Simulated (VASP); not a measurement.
# Sb3Pb (Pm-3m) in VASP: notebook

Runs on Sb3Pb. Level: PBE. Tasks: single point, relaxation of cell and atoms.

All numbers are computed with VASP 6.6.1; they aren't measurements. Logs are shortened: lines on timing, memory, paths and dates and some standing lists are left out, and cuts for length are marked.

**1. The cell of the first run**

The structure is cubic, space group Pm-3m (No. 221). The conventional cell has a = 4.860 Å, b = 4.860 Å, c = 4.860 Å, α = 90.00°, β = 90.00°, γ = 90.00°. Sb (site symmetry 4/mmm) has 8 Sb at 3.44 Å and 4 Pb at 3.44 Å within 4.5 Å. Within 4.5 Å of Pb (site symmetry m-3m) lie 12 Sb at 3.44 Å.

**2. Single point, PBE**

The input, INCAR:

```
PREC     = Accurate       # precision mode
ENCUT    = 520            # plane-wave cutoff, eV
EDIFF    = 1E-6           # SCF threshold, eV
ISMEAR   = 0              # smearing method
SIGMA    = 0.1            # smearing width, eV
LREAL    = False          # projectors in reciprocal space
LASPH    = True           # aspherical terms in the spheres
NELM     = 80             # most SCF steps
ALGO     = Normal         # electronic algorithm
ISIF     = 2              # what is computed and relaxed
LWAVE    = False          # write WAVECAR
LCHARG   = True           # write CHGCAR
GGA      = PE             # functional
LELF     = True           # ELF
LVHAR    = True         
NBANDS   = 22             # bands
```

The input, KPOINTS:

```
regular mesh
0
Gamma
  4 4 4
```

The input, POSCAR:

```
Sb3Pb
1.0
    4.8598533820      0.0000000000      0.0000000000
    0.0000000000      4.8598533820      0.0000000000
    0.0000000000      0.0000000000      4.8598533820
Sb Pb
3 1
Direct
    0.0000000000      0.5000000000      0.5000000000
    0.5000000000      0.0000000000      0.5000000000
    0.5000000000      0.5000000000      0.0000000000
    0.0000000000      0.0000000000      0.0000000000
```

Potentials or basis: VASP PAW PBE potentials, release 64 (Sb, Pb_d).

Started as:

```console
> cat potpaw_PBE.64/Sb/POTCAR potpaw_PBE.64/Pb_d/POTCAR > POTCAR
> mpirun -np 1 vasp_std > vasp.out
```

OUTCAR:

```text
PREC = Accurate
   ENCUT = 520
   EDIFF = 1E-6
   ISMEAR = 0
   LREAL = False
   LASPH = True
   NELM = 80
   ISIF = 2
   GGA = PE

 ion  position               nearest neighbor table
   1  0.000  0.500  0.500-   2 3.44   3 3.44   4 3.44   3 3.44   4 3.44   2 3.44   4 3.44   4 3.44
                             2 3.44   3 3.44   3 3.44   2 3.44
   2  0.500  0.000  0.500-   1 3.44   3 3.44   4 3.44   3 3.44   4 3.44   1 3.44   3 3.44   3 3.44
                             1 3.44   4 3.44   4 3.44   1 3.44
   3  0.500  0.500  0.000-   1 3.44   2 3.44   4 3.44   1 3.44   2 3.44   2 3.44   4 3.44   2 3.44
                             1 3.44   4 3.44   1 3.44   4 3.44
   4  0.000  0.000  0.000-   1 3.44   2 3.44   3 3.44   1 3.44   2 3.44   1 3.44   3 3.44   1 3.44
                             2 3.44   3 3.44   2 3.44   3 3.44

  LATTYP: Found a simple cubic cell.
 ALAT       =     4.8598533820

  Lattice vectors:

 A1 = (   4.8598533820,   0.0000000000,   0.0000000000)
 A2 = (   0.0000000000,   4.8598533820,   0.0000000000)
 A3 = (   0.0000000000,   0.0000000000,   4.8598533820)

Analysis of symmetry for initial positions (statically):
=====================================================================
 Subroutine PRICEL returns:
 Original cell was already a primitive cell.

 Routine SETGRP: Setting up the symmetry group for a
 simple cubic supercell.

 Subroutine GETGRP returns: Found 48 space group operations
 (whereof 48 operations were pure point group operations)
 out of a pool of 48 trial point group operations.

The static configuration has the point symmetry O_h .

Analysis of symmetry for dynamics (positions and initial velocities):
=====================================================================
 Subroutine PRICEL returns:
 Original cell was already a primitive cell.

 Routine SETGRP: Setting up the symmetry group for a
 simple cubic supercell.

 Subroutine GETGRP returns: Found 48 space group operations
 (whereof 48 operations were pure point group operations)
 out of a pool of 48 trial point group operations.

The dynamic configuration has the point symmetry O_h .

 Subroutine INISYM returns: Found 48 space group operations
 (whereof 48 operations are pure point group operations),
 and found     1 'primitive' translations

----------------------------------------------------------------------------------------

                                     Primitive cell

  volume of cell :     114.7809

  direct lattice vectors                    reciprocal lattice vectors
     4.859853382  0.000000000  0.000000000     0.205767525  0.000000000  0.000000000
     0.000000000  4.859853382  0.000000000     0.000000000  0.205767525  0.000000000
     0.000000000  0.000000000  4.859853382     0.000000000  0.000000000  0.205767525

  length of vectors
     4.859853382  4.859853382  4.859853382     0.205767525  0.205767525  0.205767525

  position of ions in fractional coordinates (direct lattice)
     0.000000000  0.500000000  0.500000000
     0.500000000  0.000000000  0.500000000
     0.500000000  0.500000000  0.000000000
     0.000000000  0.000000000  0.000000000

  ion indices of the primitive-cell ions
   primitive index   ion index
                 1           1
                 2           2
                 3           3
                 4           4

----------------------------------------------------------------------------------------

 KPOINTS: regular mesh

Automatic generation of k-mesh.
 Grid dimensions read from file:
 generate k-points for:    4    4    4

 Generating k-lattice:

  Cartesian coordinates                     Fractional coordinates (reciprocal lattice)
     0.051441881  0.000000000  0.000000000     0.250000000  0.000000000  0.000000000
     0.000000000  0.051441881  0.000000000     0.000000000  0.250000000  0.000000000
     0.000000000  0.000000000  0.051441881     0.000000000  0.000000000  0.250000000

  Length of vectors
     0.051441881  0.051441881  0.051441881

  Shift w.r.t. Gamma in fractional coordinates (k-lattice)
     0.000000000  0.000000000  0.000000000

 Subroutine IBZKPT returns following result:
 ===========================================

 Found     10 irreducible k-points:

 Following reciprocal coordinates:
            Coordinates               Weight
  0.000000  0.000000  0.000000      1.000000
  0.250000  0.000000  0.000000      6.000000
  0.500000  0.000000  0.000000      3.000000
  0.250000  0.250000  0.000000     12.000000
  0.500000  0.250000  0.000000     12.000000
  0.500000  0.500000  0.000000      3.000000
  0.250000  0.250000  0.250000      8.000000
  0.500000  0.250000  0.250000     12.000000
  0.500000  0.500000  0.250000      6.000000
  0.500000  0.500000  0.500000      1.000000
   k-points           NKPTS =     10   k-points in BZ     NKDIM =     10   number of bands    NBANDS=     22
   number of dos      NEDOS =    301   number of ions     NIONS =      4
   total plane-waves  NPLWV =  46656
   dimension x,y,z NGX =    36 NGY =   36 NGZ =   36
   dimension x,y,z NGXF=    72 NGYF=   72 NGZF=   72
   ions per type =               3   1
   NGX,Y,Z   is equivalent  to a cutoff of  12.31, 12.31, 12.31 a.u.
   NGXF,Y,Z  is equivalent  to a cutoff of  24.63, 24.63, 24.63 a.u.
 SYSTEM =  unknown system
   PREC   = accura    normal or accurate (medium, high low for compatibility)
   ISTART =      0    job   : 0-new  1-cont  2-samecut
   ICHARG =      2    charge: 1-file 2-atom 10-const
   ISPIN  =      1    spin polarized calculation?
   LNONCOLLINEAR =      F non collinear calculations
   LSORBIT =      F    spin-orbit coupling
   LASPH  =      T    aspherical Exc in radial PAW
   ENCUT  =  520.0 eV  38.22 Ry    6.18 a.u.   9.04  9.04  9.04*2*pi/ulx,y,z
   NELM   =     80;   NELMIN=  2; NELMDL= -5     # of ELM steps
   EDIFF  = 0.1E-05   stopping-criterion for ELM
   LREAL  =      F    real-space projection
   EDIFFG = 0.1E-04   stopping-criterion for IOM
   NSW    =      0    number of steps for IOM
   IBRION =     -1    ionic relax: 0-MD 1-quasi-New 2-CG
   NFREE  =      0    steps in history (QN), initial steepest desc. (CG)
   ISIF   =      2    stress and relaxation
   ISYM   =      2    0-nonsym 1-usesym 2-fastsym
   POTIM  = 0.5000    time-step for ionic-motion
   TEBEG  =    0.0;   TEEND  =   0.0 temperature during run
   PSTRESS=    0.0 pullay stress
   NELECT =      29.0000    total number of electrons
   NUPDOWN=      -1.0000    fix difference up-down
   EMIN   =  10.00;   EMAX   =-10.00  energy-range for DOS
   EFERMI =   0.00;   METHOD = LEGACY
   ISMEAR =     0;   SIGMA  =   0.10  broadening in eV -4-tet -1-fermi 0-gaus
   EFERMI_NEDOS =   21; number of points for ismear=-14 and -15
   IALGO  =     38    algorithm
   IMIX   =      4    mixing-type and parameters
     AMIX     =   0.40;   BMIX     =  1.00
     AMIX_MAG =   1.60;   BMIX_MAG =  1.00
  volume/ion in A,a.u.               =      28.70       193.64
  Fermi-wavevector in a.u.,A,eV,Ry     =   1.034946  1.955764 14.573378  1.071113
  Thomas-Fermi vector in A             =   2.169266
   LORBIT       =      0    0 simple, 1 ext, 2 COOP (PROOUT), +10 PAW based schemes
   GGA     = PE    functional components
   LHFCALC =     F    Hartree Fock is set to
   AEXX    =    0.0000 exact exchange contribution
   IVDW    =     0    specifies the selected vdW correction
   LEPSILON=     F    determine dielectric tensor
   LRPA    =     F    only Hartree local field effects (RPA)
 non-spin polarized calculation
 Gauss-broadening in eV      SIGMA  =   0.10
  energy-cutoff  :      520.00
  volume of cell :      114.78
 maximum number of plane-waves:      3136
   NGX = 19   NGY = 19   NGZ = 19

 number of electron      29.0000006 magnetization

 Free energy of the ion-electron system (eV)
  ---------------------------------------------------
  ext. energy  EPLUGINS =         0.00000000
  ---------------------------------------------------
  free energy    TOTEN  =       -15.09771436 eV

  energy without entropy =      -15.08233906  energy(sigma->0) =      -15.09002671

 E-fermi :   7.7208     XC(G=0): -10.0677

 val. band max:        7.7198383107   @ k =   0.5000   0.5000   0.0000
 cond. band min:       7.7465670117   @ k =   0.2500   0.0000   0.0000
 fundamental gap:      0.0267287010
 Fermi energy:         7.7208091985

 k-point     1 :       0.0000    0.0000    0.0000
  band No.  band energies     occupation
      1      -9.4979      2.00000
      2      -9.4979      2.00000
      3      -9.4881      2.00000
      4      -9.4881      2.00000
      5      -9.4881      2.00000
      6      -4.5813      2.00000
[... 14 lines left out ...]
     21      12.3100      0.00000
     22      12.8648      0.00000

 k-point     2 :       0.2500    0.0000    0.0000
  band No.  band energies     occupation
      1      -9.4967      2.00000
      2      -9.4920      2.00000
      3      -9.4920      2.00000
      4      -9.4915      2.00000
      5      -9.4880      2.00000
      6      -4.1860      2.00000
[... 14 lines left out ...]
     21      12.2548      0.00000
     22      12.7653      0.00000

 k-point     3 :       0.5000    0.0000    0.0000
  band No.  band energies     occupation
      1      -9.4959      2.00000
      2      -9.4959      2.00000
      3      -9.4954      2.00000
      4      -9.4879      2.00000
      5      -9.4850      2.00000
      6      -3.0637      2.00000
[... 14 lines left out ...]
     21      10.7873      0.00000
     22      13.7174      0.00000

 k-point     4 :       0.2500    0.2500    0.0000
  band No.  band energies     occupation
      1      -9.4970      2.00000
      2      -9.4930      2.00000
      3      -9.4919      2.00000
      4      -9.4917      2.00000
      5      -9.4872      2.00000
      6      -3.7945      2.00000
[... 14 lines left out ...]
     21      13.1588      0.00000
     22      13.3701      0.00000

 k-point     5 :       0.5000    0.2500    0.0000
  band No.  band energies     occupation
      1      -9.5019      2.00000
      2      -9.4955      2.00000
      3      -9.4916      2.00000
      4      -9.4913      2.00000
      5      -9.4812      2.00000
      6      -2.6939      2.00000
[... 14 lines left out ...]
     21      11.4935      0.00000
     22      15.4993      0.00000

 k-point     6 :       0.5000    0.5000    0.0000
  band No.  band energies     occupation
      1      -9.5078      2.00000
      2      -9.4952      2.00000
      3      -9.4952      2.00000
      4      -9.4887      2.00000
      5      -9.4759      2.00000
      6      -1.6769      2.00000
[... 14 lines left out ...]
     21      12.0801      0.00000
     22      14.8608      0.00000

 k-point     7 :       0.2500    0.2500    0.2500
  band No.  band energies     occupation
      1      -9.4970      2.00000
      2      -9.4964      2.00000
      3      -9.4964      2.00000
      4      -9.4862      2.00000
      5      -9.4862      2.00000
      6      -3.4094      2.00000
[... 14 lines left out ...]
     21      12.5809      0.00000
     22      13.4967      0.00000

 k-point     8 :       0.5000    0.2500    0.2500
  band No.  band energies     occupation
      1      -9.5016      2.00000
      2      -9.5010      2.00000
      3      -9.4962      2.00000
      4      -9.4852      2.00000
      5      -9.4794      2.00000
      6      -2.3457      2.00000
[... 14 lines left out ...]
     21      11.6085      0.00000
     22      14.8248      0.00000

 k-point     9 :       0.5000    0.5000    0.2500
  band No.  band energies     occupation
      1      -9.5070      2.00000
      2      -9.5007      2.00000
      3      -9.5007      2.00000
      4      -9.4816      2.00000
      5      -9.4752      2.00000
      6      -1.4349      2.00000
[... 14 lines left out ...]
     21      12.3101      0.00000
     22      15.3108      0.00000

 k-point    10 :       0.5000    0.5000    0.5000
  band No.  band energies     occupation
      1      -9.5062      2.00000
      2      -9.5062      2.00000
      3      -9.5062      2.00000
      4      -9.4745      2.00000
      5      -9.4745      2.00000
      6      -1.1272      2.00000
[... 14 lines left out ...]
     21      12.8208      0.00000
     22      15.9057      0.00000

------------------------ aborting loop because EDIFF is reached ----------------------------------------

  FORCE on cell =-STRESS in cart. coord.  units (eV):
  Direction    XX          YY          ZZ          XY          YZ          ZX
  --------------------------------------------------------------------------------------
  -------------------------------------------------------------------------------------
  Total        0.8056297      0.8056297      0.8056297     -0.0000000     -0.0000000     -0.0000000
  in kB       11.2454426     11.2454426     11.2454426     -0.0000000     -0.0000000     -0.0000000
  external PRESSURE =      11.2454426 kB  Pullay stress =       0.0000000 kB

 VOLUME and BASIS-vectors are now :
 -----------------------------------------------------------------------------
  energy-cutoff  :      520.00
  volume of cell :      114.78
      direct lattice vectors                 reciprocal lattice vectors
     4.859853382  0.000000000  0.000000000     0.205767525  0.000000000  0.000000000
     0.000000000  4.859853382  0.000000000     0.000000000  0.205767525  0.000000000
     0.000000000  0.000000000  4.859853382     0.000000000  0.000000000  0.205767525

 POSITION                                       TOTAL-FORCE (eV/Angst)
 -----------------------------------------------------------------------------------
      0.00000      2.42993      2.42993         0.000000      0.000000      0.000000
      2.42993      0.00000      2.42993         0.000000      0.000000      0.000000
      2.42993      2.42993      0.00000         0.000000      0.000000      0.000000
      0.00000      0.00000      0.00000         0.000000      0.000000      0.000000
 -----------------------------------------------------------------------------------
    total drift:                               -0.000000     -0.000000     -0.000000

  FREE ENERGIE OF THE ION-ELECTRON SYSTEM (eV)
  ---------------------------------------------------
  free  energy   TOTEN  =       -15.0977143567 eV

  energy  without entropy=      -15.0823390575  energy(sigma->0) =      -15.09002671
```

Run time: 12 s. Hardware: 1 thread of Intel Xeon 6975P-C (Granite Rapids), shared host; peak memory 0.21 GiB.

Results:

| Item | Value |
| --- | --- |
| Free energy | -15.0977 eV |
| Pressure | 1.1 GPa |
| Band gap on the k mesh | zero (an odd number of electrons rules out a gap without spin polarisation) |

Caveat: spin-orbit coupling is left out, which moves the levels of the heavy elements.

**3. Single point, PBE**

This run uses another cell than the first one, of 29.00 Å³/atom.

The input, INCAR:

```
PREC = Accurate ; ENCUT = 520
EDIFF = 1E-6 ; ISMEAR = 0
SIGMA = 0.1 ; LREAL = F
LASPH = T ; NELM = 100
ALGO = Normal ; ISIF = 2
LWAVE = F ; LCHARG = F
GGA = PE ; NBANDS = 22
```

The input, KPOINTS:

```
Automatic mesh
0
Gamma
  10 10 10
```

The input, POSCAR:

```
Sb3Pb
1.0
    4.8768377223      0.0000000000      0.0000000000
    0.0000000000      4.8768377223      0.0000000000
    0.0000000000      0.0000000000      4.8768377223
Sb Pb
3 1
Direct
    0.0000000000      0.5000000000      0.5000000000
    0.5000000000      0.0000000000      0.5000000000
    0.5000000000      0.5000000000      0.0000000000
    0.0000000000      0.0000000000      0.0000000000
```

Potentials or basis: VASP PAW PBE potentials, release 64 (Sb, Pb_d).

Started as:

```console
> cat potpaw_PBE.64/Sb/POTCAR potpaw_PBE.64/Pb_d/POTCAR > POTCAR
> mpirun -np 1 vasp_std > vasp.out
```

Run time: 39 s. Hardware: 1 thread of Intel Xeon 6975P-C (Granite Rapids), shared host; peak memory 0.29 GiB.

It converged, with:

```yaml
Free_energy: -15.1492 eV
Pressure: -0.1 GPa
Band_gap_on_the_k_mesh: zero (an odd number of electrons rules out a gap without spin polarisation)
```

Levels at points of the mesh, in eV from the Fermi level:
| k point | band 12 | band 13 | band 14 | band 15 | band 16 | band 17 | band 18 | band 19 |
| --- | --- | --- | --- | --- | --- | --- | --- | --- |
| (0.00, 0.00, 0.00) | -4.40 | 0.25 | 0.25 | 0.25 | 1.09 | 1.09 | 1.09 | 4.13 |
| (0.50, 0.00, 0.00) | -2.48 | -2.48 | -1.20 | -1.03 | 0.65 | 1.40 | 1.95 | 1.95 |
| (0.50, 0.50, 0.00) | -2.08 | -2.08 | -1.36 | -1.19 | -1.19 | -0.08 | 3.01 | 3.13 |
| (0.50, 0.50, 0.50) | -5.17 | -5.17 | 3.19 | 3.19 | 3.19 | 3.23 | 3.23 | 4.94 |

Caveat: spin-orbit coupling is left out, which moves the levels of the heavy elements.

(Part 1 of 2 ends here.)

The gap in the log of VASP goes by the Fermi energy; the results here count the filled bands.